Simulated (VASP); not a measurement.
A run of VASP 6.6.1:

Contents of INCAR:

```
SYSTEM = ZrC
PREC = Accurate
ENCUT = 520
EDIFF = 1E-6
ISMEAR = -1
SIGMA = 0.15
LREAL = .False.
LASPH = .True.
NELM = 80
ALGO = Normal
ISIF = 2
LWAVE = .False.
LCHARG = .True.
GGA = PS
LELF = .True.
LVHAR = .True.
NBANDS = 24
```

KPOINTS

```
regular mesh
0
Gamma
  8 8 5
  0 0 0
```

Contents of POSCAR:

```
ZrC
1.0
    3.3914760000      0.0000000000      0.0000000000
   -1.6957380000      2.9371050000      0.0000000000
    0.0000000000      0.0000000000      5.2900530000
Zr C
2 2
Direct
    0.3333333333      0.6666666667      0.2500000000
    0.6666666667      0.3333333333      0.7500000000
    0.0000000000      0.0000000000      0.0000000000
    0.0000000000      0.0000000000      0.5000000000
```

Potentials or basis: VASP PAW PBE potentials, release 64 (Zr_sv, C).

Launch:

```sh
$ cat potpaw_PBE.64/Zr_sv/POTCAR potpaw_PBE.64/C/POTCAR > POTCAR
$ mpirun -np 1 vasp_std > vasp.out
```

Hardware: 1 thread of AMD EPYC 9R45 96-Core Processor (Zen 5), with other jobs on the host.

Problem. Estimate the wall time of this run.

Solution. Wall time 29 s on 1 thread of AMD EPYC 9R45 96-Core Processor (Zen 5), with other jobs on the host, peak memory 0.16 GiB. Counts: scf iterations 15, k points 30.
